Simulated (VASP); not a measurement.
# InH (Pm-3m) in VASP: single point with PBEsol

Aim: the single point of InH with PBEsol.

Program: VASP 6.6.1. These are calculated values, not measurements. Logs are shortened: lines on timing, memory, paths and dates and some standing lists are left out, and cuts for length are marked.

**1. The cell of the first run**

It takes space group Pm-3m (No. 221, cubic). Conventional cell: a = 3.094 Å, b = 3.094 Å, c = 3.094 Å, α = 90.00°, β = 90.00°, γ = 90.00°. Within 3.5 Å of In (site symmetry m-3m) lie 8 H at 2.68 Å and 6 In at 3.09 Å. H (site symmetry m-3m) has 8 In at 2.68 Å and 6 H at 3.09 Å within 3.5 Å.

**2. Single point, PBEsol (volume scaled by 1.000 of the coarse rest volume)**

Input file INCAR:

```
PREC = Accurate
ENCUT = 520
EDIFF = 1E-7
ISMEAR = -1
SIGMA = 0.15
LREAL = F
LASPH = T
NELM = 100
ALGO = Normal
ISIF = 2
LWAVE = F
LCHARG = F
GGA = PS
NBANDS = 14
```

Input file KPOINTS:

```
Automatic mesh
0
Gamma
  14 14 14
```

Input file POSCAR:

```
InH
1.0
    3.0940000000      0.0000000000      0.0000000000
    0.0000000000      3.0940000000      0.0000000000
    0.0000000000      0.0000000000      3.0940000000
In H
1 1
Direct
    0.0000000000      0.0000000000      0.0000000000
    0.5000000000      0.5000000000      0.5000000000
```

Potentials or basis: VASP PAW PBE potentials, release 64 (In_d, H).

On the command line:

```
$ cat potpaw_PBE.64/In_d/POTCAR potpaw_PBE.64/H/POTCAR > POTCAR
$ mpirun -np 1 vasp_std > vasp.out
```

OUTCAR:

```text
PREC = Accurate
   ENCUT = 520
   EDIFF = 1E-7
   ISMEAR = -1
   LREAL = F
   LASPH = T
   NELM = 100
   ISIF = 2
   GGA = PS

 ion  position               nearest neighbor table
   1  0.000  0.000  0.000-
   2  0.500  0.500  0.500-

  LATTYP: Found a simple cubic cell.
 ALAT       =     3.0940000000

  Lattice vectors:

 A1 = (   3.0940000000,   0.0000000000,   0.0000000000)
 A2 = (   0.0000000000,   3.0940000000,   0.0000000000)
 A3 = (   0.0000000000,   0.0000000000,   3.0940000000)

Analysis of symmetry for initial positions (statically):
=====================================================================
 Subroutine PRICEL returns:
 Original cell was already a primitive cell.

 Routine SETGRP: Setting up the symmetry group for a
 simple cubic supercell.

 Subroutine GETGRP returns: Found 48 space group operations
 (whereof 48 operations were pure point group operations)
 out of a pool of 48 trial point group operations.

The static configuration has the point symmetry O_h .

Analysis of symmetry for dynamics (positions and initial velocities):
=====================================================================
 Subroutine PRICEL returns:
 Original cell was already a primitive cell.

 Routine SETGRP: Setting up the symmetry group for a
 simple cubic supercell.

 Subroutine GETGRP returns: Found 48 space group operations
 (whereof 48 operations were pure point group operations)
 out of a pool of 48 trial point group operations.

The dynamic configuration has the point symmetry O_h .

 Subroutine INISYM returns: Found 48 space group operations
 (whereof 48 operations are pure point group operations),
 and found     1 'primitive' translations

----------------------------------------------------------------------------------------

                                     Primitive cell

  volume of cell :      29.6184

  direct lattice vectors                    reciprocal lattice vectors
     3.094000000  0.000000000  0.000000000     0.323206206  0.000000000  0.000000000
     0.000000000  3.094000000  0.000000000     0.000000000  0.323206206  0.000000000
     0.000000000  0.000000000  3.094000000     0.000000000  0.000000000  0.323206206

  length of vectors
     3.094000000  3.094000000  3.094000000     0.323206206  0.323206206  0.323206206

  position of ions in fractional coordinates (direct lattice)
     0.000000000  0.000000000  0.000000000
     0.500000000  0.500000000  0.500000000

  ion indices of the primitive-cell ions
   primitive index   ion index
                 1           1
                 2           2

----------------------------------------------------------------------------------------

 KPOINTS: Automatic mesh

Automatic generation of k-mesh.
 Grid dimensions read from file:
 generate k-points for:   14   14   14

 Generating k-lattice:

  Cartesian coordinates                     Fractional coordinates (reciprocal lattice)
     0.023086158  0.000000000  0.000000000     0.071428571  0.000000000  0.000000000
     0.000000000  0.023086158  0.000000000     0.000000000  0.071428571  0.000000000
     0.000000000  0.000000000  0.023086158     0.000000000  0.000000000  0.071428571

  Length of vectors
     0.023086158  0.023086158  0.023086158

  Shift w.r.t. Gamma in fractional coordinates (k-lattice)
     0.000000000  0.000000000  0.000000000

 Subroutine IBZKPT returns following result:
 ===========================================

 Found    120 irreducible k-points:

 Following reciprocal coordinates:
            Coordinates               Weight
  0.000000  0.000000  0.000000      1.000000
  0.071429  0.000000  0.000000      6.000000
  0.142857  0.000000  0.000000      6.000000
  0.214286  0.000000  0.000000      6.000000
  0.285714  0.000000  0.000000      6.000000
  0.357143  0.000000  0.000000      6.000000
[... 16 lines left out ...]
  0.285714  0.214286  0.000000     24.000000
  0.357143  0.214286  0.000000     24.000000
 [... further k-points ...]
   k-points           NKPTS =    120   k-points in BZ     NKDIM =    120   number of bands    NBANDS=     14
   number of dos      NEDOS =    301   number of ions     NIONS =      2
   total plane-waves  NPLWV =  13824
   dimension x,y,z NGX =    24 NGY =   24 NGZ =   24
   dimension x,y,z NGXF=    48 NGYF=   48 NGZF=   48
   ions per type =               1   1
   NGX,Y,Z   is equivalent  to a cutoff of  12.90, 12.90, 12.90 a.u.
   NGXF,Y,Z  is equivalent  to a cutoff of  25.79, 25.79, 25.79 a.u.
 SYSTEM =  unknown system
   PREC   = accura    normal or accurate (medium, high low for compatibility)
   ISTART =      0    job   : 0-new  1-cont  2-samecut
   ICHARG =      2    charge: 1-file 2-atom 10-const
   ISPIN  =      1    spin polarized calculation?
   LNONCOLLINEAR =      F non collinear calculations
   LSORBIT =      F    spin-orbit coupling
   LASPH  =      T    aspherical Exc in radial PAW
   ENCUT  =  520.0 eV  38.22 Ry    6.18 a.u.   5.75  5.75  5.75*2*pi/ulx,y,z
   NELM   =    100;   NELMIN=  2; NELMDL= -5     # of ELM steps
   EDIFF  = 0.1E-06   stopping-criterion for ELM
   LREAL  =      F    real-space projection
   EDIFFG = 0.1E-05   stopping-criterion for IOM
   NSW    =      0    number of steps for IOM
   IBRION =     -1    ionic relax: 0-MD 1-quasi-New 2-CG
   NFREE  =      0    steps in history (QN), initial steepest desc. (CG)
   ISIF   =      2    stress and relaxation
   ISYM   =      2    0-nonsym 1-usesym 2-fastsym
   POTIM  = 0.5000    time-step for ionic-motion
   TEBEG  =    0.0;   TEEND  =   0.0 temperature during run
   PSTRESS=    0.0 pullay stress
   NELECT =      14.0000    total number of electrons
   NUPDOWN=      -1.0000    fix difference up-down
   EMIN   =  10.00;   EMAX   =-10.00  energy-range for DOS
   EFERMI =   0.00;   METHOD = LEGACY
   ISMEAR =    -1;   SIGMA  =   0.15  broadening in eV -4-tet -1-fermi 0-gaus
   EFERMI_NEDOS =   21; number of points for ismear=-14 and -15
   IALGO  =     38    algorithm
   IMIX   =      4    mixing-type and parameters
     AMIX     =   0.40;   BMIX     =  1.00
     AMIX_MAG =   1.60;   BMIX_MAG =  1.00
  volume/ion in A,a.u.               =      14.81        99.94
  Fermi-wavevector in a.u.,A,eV,Ry     =   1.275255  2.409883 22.126836  1.626277
  Thomas-Fermi vector in A             =   2.407978
   LORBIT       =      0    0 simple, 1 ext, 2 COOP (PROOUT), +10 PAW based schemes
   GGA     = PS    functional components
   LHFCALC =     F    Hartree Fock is set to
   AEXX    =    0.0000 exact exchange contribution
   IVDW    =     0    specifies the selected vdW correction
   LEPSILON=     F    determine dielectric tensor
   LRPA    =     F    only Hartree local field effects (RPA)
 non-spin polarized calculation
  energy-cutoff  :      520.00
  volume of cell :       29.62
 maximum number of plane-waves:       840
 NGX is ok and might be reduce to    24
   NGX = 11   NGY = 11   NGZ = 11

 number of electron      13.9999986 magnetization

 Free energy of the ion-electron system (eV)
  ---------------------------------------------------
  ext. energy  EPLUGINS =         0.00000000
  ---------------------------------------------------
  free energy    TOTEN  =        -5.25574530 eV

  energy without entropy =       -5.21351837  energy(sigma->0) =       -5.23463183

 E-fermi :   6.4841     XC(G=0): -10.4399

 val. band max:        6.4659507182   @ k =   0.2143   0.0714   0.0000
 cond. band min:       6.4968316465   @ k =   0.2143   0.2143   0.1429
 fundamental gap:      0.0308809284
 Fermi energy:         6.4841452004

 k-point     1 :       0.0000    0.0000    0.0000
  band No.  band energies     occupation
      1      -8.3959      2.00000
      2      -8.3959      2.00000
      3      -7.7301      2.00000
      4      -7.7301      2.00000
      5      -7.7301      2.00000
      6      -3.5671      2.00000
      7       9.2267      0.00000
      8      12.8127      0.00000
      9      12.8127      0.00000
     10      12.8127      0.00000
     11      16.3059      0.00000
     12      16.3059      0.00000
     13      27.0813      0.00000
     14      27.0813      0.00000

 k-point     2 :       0.0714    0.0000    0.0000
  band No.  band energies     occupation
      1      -8.3937      2.00000
      2      -8.3728      2.00000
      3      -7.7393      2.00000
      4      -7.7393      2.00000
      5      -7.7292      2.00000
      6      -3.4823      2.00000
      7       8.8730      0.00000
      8      12.3972      0.00000
      9      12.9121      0.00000
     10      12.9121      0.00000
     11      16.3570      0.00000
     12      17.1886      0.00000
     13      26.3435      0.00000
     14      26.7653      0.00000

 k-point     3 :       0.1429    0.0000    0.0000
  band No.  band energies     occupation
      1      -8.3878      2.00000
      2      -8.3084      2.00000
      3      -7.7653      2.00000
      4      -7.7653      2.00000
      5      -7.7270      2.00000
      6      -3.2266      2.00000
      7       7.8471      0.00023
      8      11.9311      0.00000
      9      13.2059      0.00000
     10      13.2059      0.00000
     11      16.5108      0.00000
     12      18.9970      0.00000
     13      24.9787      0.00000
     14      25.5567      0.00000
[... 324 lines left out ...]
 k-point    23 :       0.2857    0.2143    0.0000
  band No.  band energies     occupation
      1      -8.2651      2.00000
      2      -8.0029      2.00000
      3      -7.9542      2.00000
      4      -7.8350      2.00000
      5      -7.7899      2.00000
      6      -1.4096      2.00000
      7       5.4480      1.99800
      8       8.3595      0.00001
      9      13.2656      0.00000
     10      15.1864      0.00000
     11      17.3199      0.00000
     12      21.7563      0.00000
     13      22.9110      0.00000
     14      23.0512      0.00000

 k-point    24 :       0.3571    0.2143    0.0000
  band No.  band energies     occupation
      1      -8.2505      2.00000
      2      -8.0018      2.00000
      3      -7.9111      2.00000
      4      -7.8706      2.00000
      5      -7.7860      2.00000
      6      -0.6236      2.00000
      7       4.0868      2.00000
      8       8.7798      0.00000
      9      12.6039      0.00000
     10      15.9357      0.00000
     11      17.0309      0.00000
     12      21.2477      0.00000
     13      21.5642      0.00000
     14      23.3342      0.00000

 [... further k-points ...]
[... 5 lines left out ...]
  --------------------------------------------------------------------------------------
  -------------------------------------------------------------------------------------
  Total       -0.0156254     -0.0156254     -0.0156254      0.0000000      0.0000000     -0.0000000
  in kB       -0.8452407     -0.8452407     -0.8452407      0.0000000      0.0000000     -0.0000000
  external PRESSURE =      -0.8452407 kB  Pullay stress =       0.0000000 kB

 VOLUME and BASIS-vectors are now :
 -----------------------------------------------------------------------------
  energy-cutoff  :      520.00
  volume of cell :       29.62
      direct lattice vectors                 reciprocal lattice vectors
     3.094000000  0.000000000  0.000000000     0.323206206  0.000000000  0.000000000
     0.000000000  3.094000000  0.000000000     0.000000000  0.323206206  0.000000000
     0.000000000  0.000000000  3.094000000     0.000000000  0.000000000  0.323206206

 POSITION                                       TOTAL-FORCE (eV/Angst)
 -----------------------------------------------------------------------------------
      0.00000      0.00000      0.00000         0.000000      0.000000      0.000000
      1.54700      1.54700      1.54700         0.000000      0.000000      0.000000
 -----------------------------------------------------------------------------------
    total drift:                               -0.000000      0.000000      0.000000

  FREE ENERGIE OF THE ION-ELECTRON SYSTEM (eV)
  ---------------------------------------------------
  free  energy   TOTEN  =        -5.2557452959 eV

  energy  without entropy=       -5.2135183723  energy(sigma->0) =       -5.23463183
```

It took 12 s on 1 thread of Intel Xeon 6975P-C (Granite Rapids), shared host; peak memory 0.17 GiB.

What came out:

```
Free energy            : -5.2557 eV
Pressure               : -0.1 GPa
Band gap on the k mesh : zero (band 7 reaches 9.23 eV, above the bottom of band 8 at 5.36 eV)
```

Levels at points of the mesh, in eV from the Fermi level:
```csv
k point,band 4,band 5,band 6,band 7,band 8,band 9,band 10,band 11
"(0.00, 0.00, 0.00)",-14.21,-14.21,-10.05,2.74,6.33,6.33,6.33,9.82
"(0.50, 0.00, 0.00)",-14.40,-14.20,-5.86,-5.72,5.40,9.64,9.64,11.96
"(0.50, 0.50, 0.00)",-14.37,-14.03,-2.23,-1.98,-1.12,-1.12,12.74,13.10
"(0.50, 0.50, 0.50)",-14.02,-14.02,-1.26,1.77,1.77,1.77,2.24,5.92
```

Caveat: the PAW data sets were made with another functional, which shifts forces and pressure a little; spin-orbit coupling is left out, which moves the levels of the heavy elements.
